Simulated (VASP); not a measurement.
Input of a VASP 6.6.1 run:

File INCAR:

```
PREC = Accurate
ENCUT = 600
EDIFF = 1E-6
ISMEAR = 0
SIGMA = 0.1
LREAL = F
LASPH = T
NELM = 150
ALGO = Normal
ISIF = 3
LWAVE = F
LCHARG = F
ISPIN = 2
MAGMOM = 0.81
LORBIT = 11
LMAXMIX = 4
GGA = PE
IBRION = 2
NSW = 100
EDIFFG = -0.005
```

File KPOINTS:

```
Automatic mesh
0
Gamma
  20 20 20
```

File POSCAR:

```
Ni
1.0
    0.0000000000      1.7619350000      1.7619350000
    1.7619350000      0.0000000000      1.7619350000
    1.7619350000      1.7619350000      0.0000000000
Ni
1
Direct
    0.0000000000      0.0000000000      0.0000000000
```

Potentials or basis: VASP PAW PBE potentials, release 64 (Ni).

Run with:

```console
$ cat potpaw_PBE.64/Ni/POTCAR > POTCAR
$ mpirun -np 1 vasp_std > vasp.out
```

Q: What does it give for the site moments?

A: Ni +0.64 μB.

Q: Predict the net moment.

A: 0.63 μB per cell.

Final structure:
```
CELL_PARAMETERS angstrom
0.00000 1.75879 1.75879
1.75879 0.00000 1.75879
1.75879 1.75879 0.00000
ATOMIC_POSITIONS crystal
Ni 0.00000 0.00000 0.00000
```
